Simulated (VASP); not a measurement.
ZnSn2N2:

```xyz
5
Lattice="3.3523 0.0000 0.0000 0.0000 3.3523 0.0000 0.0000 0.0000 8.0642" Properties=species:S:1:pos:R:3 pbc="T T T"
Zn    0.0000    0.0000    0.0000
Sn    1.6762    1.6762    5.5980
Sn    1.6762    1.6762    2.4663
N     1.6762    0.0000    1.1758
N     0.0000    1.6762    6.8884
```

```yaml
Program: VASP 6.6.1
Task: relaxation of cell and atoms
Functional: RPBE
Potentials_or_basis: VASP PAW PBE potentials, release 64 (Zn, Sn_d, N)
Cutoff: 600 eV
k_mesh: 7 × 7 × 3
Occupations: fermi-dirac, width 0.05 eV
Spin: no spin polarisation
```

At the start: pressure 2.2 GPa; volume 18.13 Å³/atom.

Task: How do energy, volume and symmetry change on relaxing?

Result: Over 5 steps the energy falls by 3.5 meV/atom and the volume is 18.62 Å³/atom (+2.7 %); space group P-4m2 (No. 115, to 0.1 Å) before and after.

The path:
| step | energy change (eV) | largest force (eV/Å) | pressure (GPa) | volume (Å³) |
| --- | --- | --- | --- | --- |
| 1 | 0.0000 | 0.1030 | 2.25 | 90.63 |
| 2 | -0.0118 | 0.2766 | -0.96 | 94.01 |
| 3 | -0.0156 | 0.1533 | 0.01 | 92.85 |
| 4 | -0.0156 | 0.1485 | 0.09 | 92.81 |
| 5 | -0.0176 | 0.0307 | 0.11 | 93.12 |

Final structure:
```
Zn Sn N
1.0
     3.38441    0.00000    0.00000
     0.00000    3.38441    0.00000
     0.00000    0.00000    8.12936
Zn Sn N
1 2 2
Direct
  0.00000 0.00000 0.00000
  0.50000 0.50000 0.69456
  0.50000 0.50000 0.30544
  0.50000 0.00000 0.14666
  0.00000 0.50000 0.85334
```

Caveat: the PAW data sets were made with another functional, which shifts forces and pressure a little; the relaxation stopped at a loose force limit of 0.05 eV/Å, so its end isn't a converged minimum.
